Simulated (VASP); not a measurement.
# C (P1) in VASP: single point with r2SCAN

Aim: the single point of C with r2SCAN.

Program: VASP 6.6.1. These are calculated values, not measurements. Logs are shortened: lines on timing, memory, paths and dates and some standing lists are left out, and cuts for length are marked.

### Step 1. The cell of the first run

The typed cell holds 8 atoms: a = 3.967 Å, b = 3.934 Å, c = 4.314 Å, α = 109.56°, β = 117.57°, γ = 104.28°.

### Step 2. Single point, r2SCAN (atoms moved at random and the cell strained at random)

File POSCAR:

```
C
1.0
   -2.4206391551      1.9939980946      2.4301106988
    2.2172482306     -2.1789216957      2.4116433754
    2.5439508291      2.3022333697     -2.6150342999
C
8
Direct
    0.2873859475     -0.0178621024     -0.0479817758
    0.6829845425      0.7101234392      0.6943759803
    0.0195151711      0.3174321741      0.0023836042
   -0.0352809323     -0.0227712189      0.2769948839
    0.0098022290      0.7145603905      0.0474270307
    0.3509953961      0.3025559887      0.3457530458
    0.6659449004     -0.0488086965     -0.0214257288
    0.0186527457      0.0447700253      0.7024729596
```

File INCAR.step1:

```
PREC = Accurate ; ENCUT = 520
ISMEAR = 0 ; SIGMA = 0.05
LREAL = F ; LASPH = T
NELM = 60 ; NBANDS = 26
GGA = PE ; ALGO = Normal
EDIFF = 1E-4 ; LWAVE = T
LCHARG = F
```

File INCAR.step2:

```
PREC = Accurate ; ENCUT = 520
EDIFF = 1E-6 ; ISMEAR = 0
SIGMA = 0.05 ; LREAL = F
LASPH = T ; NELM = 60
ALGO = Normal ; ISIF = 2
LWAVE = F ; LCHARG = F
METAGGA = R2SCAN ; LMIXTAU = T
NBANDS = 26 ; ISTART = 1
```

File KPOINTS:

```
Automatic mesh
0
Gamma
  8 8 8
```

Potentials or basis: VASP PAW PBE potentials, release 64 (C).

Started as:

```console
$ cat potpaw_PBE.64/C/POTCAR > POTCAR
$ cp INCAR.step1 INCAR
$ mpirun -np 1 vasp_std > vasp.out
$ cp INCAR.step2 INCAR
$ mpirun -np 1 vasp_std > vasp.out
```

OUTCAR:

```text
PREC = Accurate
   ENCUT = 520
   EDIFF = 1E-6
   ISMEAR = 0
   LREAL = F
   LASPH = T
   NELM = 60
   ISIF = 2
   METAGGA = R2SCAN
   ISTART = 1

 ion  position               nearest neighbor table
   1  0.287  0.982  0.952-   8 1.27   7 1.49   6 1.60   5 1.62   2 1.90   3 1.91
   2  0.683  0.710  0.694-   7 1.32   6 1.44   5 1.46   8 1.60   1 1.90   4 1.93   3 1.98
   3  0.020  0.317  0.002-   8 1.37   6 1.49   5 1.52   7 1.68   1 1.91   2 1.98
   4  0.965  0.977  0.277-   7 1.23   5 1.28   6 1.56   8 1.66   2 1.93
   5  0.010  0.715  0.047-   4 1.28   2 1.46   3 1.52   1 1.62   7 1.80   6 1.92
   6  0.351  0.303  0.346-   2 1.44   3 1.49   4 1.56   1 1.60   5 1.92
   7  0.666  0.951  0.979-   4 1.23   2 1.32   1 1.49   3 1.68   5 1.80
   8  0.019  0.045  0.702-   1 1.27   3 1.37   2 1.60   4 1.66

  LATTYP: Found a triclinic cell.
 ALAT       =     3.8625771548
 B/A-ratio  =     2.4654388944
 C/A-ratio  =     1.2341854360
 COS(alpha) =     0.0073361508
 COS(beta)  =     0.5947867722
 COS(gamma) =     0.7574190492

  Lattice vectors:

 A1 = (  -2.3405599046,  -2.1173097686,  -2.2267197743)
 A2 = (  -0.0432324235,  -8.4075393275,  -4.4719068720)
 A3 = (  -4.7611990597,  -0.1233116740,   0.2033909245)

Analysis of symmetry for initial positions (statically):
=====================================================================
 Subroutine PRICEL returns:
 Original cell was already a primitive cell.

 Routine SETGRP: Setting up the symmetry group for a
 triclinic supercell.

 Subroutine GETGRP returns: Found  1 space group operations
 (whereof  1 operations were pure point group operations)
 out of a pool of  2 trial point group operations.

The static configuration has the point symmetry C_1 .

Analysis of symmetry for dynamics (positions and initial velocities):
=====================================================================
 Subroutine PRICEL returns:
 Original cell was already a primitive cell.

 Routine SETGRP: Setting up the symmetry group for a
 triclinic supercell.

 Subroutine GETGRP returns: Found  1 space group operations
 (whereof  1 operations were pure point group operations)
 out of a pool of  2 trial point group operations.

The dynamic configuration has the point symmetry C_1 .

 Subroutine INISYM returns: Found  1 space group operations
 (whereof  1 operations are pure point group operations),
 and found     1 'primitive' translations

----------------------------------------------------------------------------------------

                                     Primitive cell

  volume of cell :      49.3171

  direct lattice vectors                    reciprocal lattice vectors
    -2.420639155  1.993998095  2.430110699     0.002956157  0.241970426  0.215902601
     2.217248231 -2.178921696  2.411643375     0.219174545  0.003000425  0.215858333
     2.543950829  2.302233370 -2.615034300     0.204874800  0.227626412  0.017300170

  length of vectors
     3.967487912  3.934452089  4.313973655     0.324302882  0.307638268  0.306735657

  position of ions in fractional coordinates (direct lattice)
     0.287385947  0.982137898  0.952018224
     0.682984543  0.710123439  0.694375980
     0.019515171  0.317432174  0.002383604
     0.964719068  0.977228781  0.276994884
     0.009802229  0.714560390  0.047427031
     0.350995396  0.302555989  0.345753046
     0.665944900  0.951191304  0.978574271
     0.018652746  0.044770025  0.702472960

  ion indices of the primitive-cell ions
   primitive index   ion index
                 1           1
                 2           2
                 3           3
                 4           4
                 5           5
                 6           6
                 7           7
                 8           8

----------------------------------------------------------------------------------------

 KPOINTS: Automatic mesh

Automatic generation of k-mesh.
 Grid dimensions read from file:
 generate k-points for:    8    8    8

 Generating k-lattice:

  Cartesian coordinates                     Fractional coordinates (reciprocal lattice)
     0.000369520  0.030246303  0.026987825     0.125000000  0.000000000 -0.000000000
     0.027396818  0.000375053  0.026982292     0.000000000  0.125000000  0.000000000
     0.025609350  0.028453302  0.002162521     0.000000000 -0.000000000  0.125000000

  Length of vectors
     0.040537860  0.038454783  0.038341957

  Shift w.r.t. Gamma in fractional coordinates (k-lattice)
     0.000000000  0.000000000  0.000000000

 Subroutine IBZKPT returns following result:
 ===========================================

 Found    260 irreducible k-points:

 Following reciprocal coordinates:
            Coordinates               Weight
  0.000000  0.000000  0.000000      1.000000
  0.125000  0.000000 -0.000000      2.000000
  0.250000  0.000000 -0.000000      2.000000
  0.375000  0.000000 -0.000000      2.000000
  0.500000  0.000000 -0.000000      1.000000
  0.000000  0.125000  0.000000      2.000000
[... 16 lines left out ...]
  0.125000  0.375000  0.000000      2.000000
  0.250000  0.375000  0.000000      2.000000
 [... further k-points ...]
   k-points           NKPTS =    260   k-points in BZ     NKDIM =    260   number of bands    NBANDS=     26
   number of dos      NEDOS =    301   number of ions     NIONS =      8
   total plane-waves  NPLWV =  28800
   dimension x,y,z NGX =    30 NGY =   30 NGZ =   32
   dimension x,y,z NGXF=    60 NGYF=   60 NGZF=   64
   ions per type =               8
   NGX,Y,Z   is equivalent  to a cutoff of  12.57, 12.68, 12.33 a.u.
   NGXF,Y,Z  is equivalent  to a cutoff of  25.14, 25.35, 24.66 a.u.
 SYSTEM =  unknown system
   PREC   = accura    normal or accurate (medium, high low for compatibility)
   ISTART =      1    job   : 0-new  1-cont  2-samecut
   ICHARG =      0    charge: 1-file 2-atom 10-const
   ISPIN  =      1    spin polarized calculation?
   LNONCOLLINEAR =      F non collinear calculations
   LSORBIT =      F    spin-orbit coupling
   LASPH  =      T    aspherical Exc in radial PAW
   ENCUT  =  520.0 eV  38.22 Ry    6.18 a.u.   7.38  7.32  8.02*2*pi/ulx,y,z
   NELM   =     60;   NELMIN=  2; NELMDL=  0     # of ELM steps
   EDIFF  = 0.1E-05   stopping-criterion for ELM
   LREAL  =      F    real-space projection
   EDIFFG = 0.1E-04   stopping-criterion for IOM
   NSW    =      0    number of steps for IOM
   IBRION =     -1    ionic relax: 0-MD 1-quasi-New 2-CG
   NFREE  =      0    steps in history (QN), initial steepest desc. (CG)
   ISIF   =      2    stress and relaxation
   ISYM   =      2    0-nonsym 1-usesym 2-fastsym
   POTIM  = 0.5000    time-step for ionic-motion
   TEBEG  =    0.0;   TEEND  =   0.0 temperature during run
   PSTRESS=    0.0 pullay stress
   NELECT =      32.0000    total number of electrons
   NUPDOWN=      -1.0000    fix difference up-down
   EMIN   =  10.00;   EMAX   =-10.00  energy-range for DOS
   EFERMI =   0.00;   METHOD = LEGACY
   ISMEAR =     0;   SIGMA  =   0.05  broadening in eV -4-tet -1-fermi 0-gaus
   EFERMI_NEDOS =   21; number of points for ismear=-14 and -15
   IALGO  =     38    algorithm
   IMIX   =      4    mixing-type and parameters
     AMIX     =   0.40;   BMIX     =  1.00
     AMIX_MAG =   1.60;   BMIX_MAG =  1.00
  volume/ion in A,a.u.               =       6.16        41.60
  Fermi-wavevector in a.u.,A,eV,Ry     =   1.417291  2.678291 27.330200  2.008713
  Thomas-Fermi vector in A             =   2.538536
   LORBIT       =      0    0 simple, 1 ext, 2 COOP (PROOUT), +10 PAW based schemes
   METAGGA = R2SCAN    functional components
   LHFCALC =     F    Hartree Fock is set to
   AEXX    =    0.0000 exact exchange contribution
   IVDW    =     0    specifies the selected vdW correction
   LEPSILON=     F    determine dielectric tensor
   LRPA    =     F    only Hartree local field effects (RPA)
 non-spin polarized calculation
 Gauss-broadening in eV      SIGMA  =   0.05
  energy-cutoff  :      520.00
  volume of cell :       49.32
 maximum number of plane-waves:      1354
 NGX is ok and might be reduce to    30
   NGX = 15   NGY = 15   NGZ = 15

 number of electron      31.9999999 magnetization

 Free energy of the ion-electron system (eV)
  ---------------------------------------------------
  ext. energy  EPLUGINS =         0.00000000
  ---------------------------------------------------
  free energy    TOTEN  =       -62.45594742 eV

  energy without entropy =      -62.45514468  energy(sigma->0) =      -62.45554605

 E-fermi :   9.9819     XC(G=0): -13.2093

 val. band max:        9.9760375878   @ k =  -0.1250   0.1250   0.0000
 cond. band min:       9.9887141738   @ k =   0.1250  -0.1250   0.1250
 fundamental gap:      0.0126765861
 Fermi energy:         9.9819195056

 k-point     1 :       0.0000    0.0000    0.0000
  band No.  band energies     occupation
      1     -17.3649      2.00000
      2     -10.5273      2.00000
      3      -6.6748      2.00000
      4      -5.8459      2.00000
      5      -5.5790      2.00000
      6      -5.4496      2.00000
[... 18 lines left out ...]
     25      20.2769      0.00000
     26      20.6539      0.00000

 k-point     2 :       0.1250    0.0000   -0.0000
  band No.  band energies     occupation
      1     -17.2767      2.00000
      2     -10.6389      2.00000
      3      -7.5502      2.00000
      4      -6.4777      2.00000
      5      -4.9303      2.00000
      6      -4.7219      2.00000
[... 18 lines left out ...]
     25      20.1751      0.00000
[... 608 lines left out ...]
     25      20.6759      0.00000
     26      21.7761      0.00000

 k-point    24 :       0.2500    0.3750    0.0000
  band No.  band energies     occupation
      1     -16.6489      2.00000
      2     -11.3041      2.00000
      3      -9.2351      2.00000
      4      -8.5756      2.00000
      5      -4.9133      2.00000
      6      -2.7625      2.00000
[... 18 lines left out ...]
     25      21.2114      0.00000
     26      21.8701      0.00000

 [... further k-points ...]

------------------------ aborting loop because EDIFF is reached ----------------------------------------

  FORCE on cell =-STRESS in cart. coord.  units (eV):
  Direction    XX          YY          ZZ          XY          YZ          ZX
  --------------------------------------------------------------------------------------
  -------------------------------------------------------------------------------------
  Total       38.9773094     52.1666166      8.8207304     -4.7632286      5.2557392      4.1915917
  in kB     1266.2656110   1694.7499346    286.5612769   -154.7442000    170.7445154    136.1732897
  external PRESSURE =    1082.5256075 kB  Pullay stress =       0.0000000 kB

 VOLUME and BASIS-vectors are now :
 -----------------------------------------------------------------------------
  energy-cutoff  :      520.00
  volume of cell :       49.32
      direct lattice vectors                 reciprocal lattice vectors
    -2.420639155  1.993998095  2.430110699     0.002956157  0.241970426  0.215902601
     2.217248231 -2.178921696  2.411643375     0.219174545  0.003000425  0.215858333
     2.543950829  2.302233370 -2.615034300     0.204874800  0.227626412  0.017300170

 POSITION                                       TOTAL-FORCE (eV/Angst)
 -----------------------------------------------------------------------------------
      3.90387      0.62481      0.57739        -2.168328     16.646520      1.741094
      1.68772      1.41318      1.55648       -10.425252     -3.116607     -1.561691
      0.66265     -0.64726      0.80672         8.752286     -4.663031      1.772074
      0.53618      0.43205      3.97675        13.640138     18.095255     -1.476308
      1.68128     -1.42824      1.62306       -15.884824      5.293141     -2.102930
      0.70079      0.83664      0.67846         1.593291     -1.168087      2.767593
      2.98646      1.50823      1.35325        10.641976    -17.901251     -1.688851
      1.84117      1.55690     -1.68369        -6.149287    -13.185938      0.549020
 -----------------------------------------------------------------------------------
    total drift:                               -0.000044     -0.000023     -0.000116

  FREE ENERGIE OF THE ION-ELECTRON SYSTEM (eV)
  ---------------------------------------------------
  free  energy   TOTEN  =       -62.4559474238 eV

  energy  without entropy=      -62.4551446832  energy(sigma->0) =      -62.45554605
```

Wall time 18 min (1 thread of Intel Xeon Platinum 8488C (Sapphire Rapids), shared host); peak memory 0.33 GiB.

What came out:

| Property | Result |
| --- | --- |
| Free energy | -62.4559 eV |
| Pressure | 108.3 GPa |
| Largest force | 22.708 eV/Å |
| Band gap on the k mesh | zero (bands 16 and 17 overlap by 0.12 eV) |

Forces on the atoms (eV/Å):
```
C    -2.168  16.647   1.741
C   -10.425  -3.117  -1.562
C     8.752  -4.663   1.772
C    13.640  18.095  -1.476
C   -15.885   5.293  -2.103
C     1.593  -1.168   2.768
C    10.642 -17.901  -1.689
C    -6.149 -13.186   0.549
```

Stress tensor (GPa, compression positive):
```
126.63 -15.47  13.62
-15.47 169.47  17.07
 13.62  17.07  28.66
```

Caveat: the cell differs from its parent crystal (atoms moved at random and the cell strained at random); the stress differs along the axes, from 29 to 169 GPa; the PAW data sets were made with another functional, which shifts forces and pressure a little.
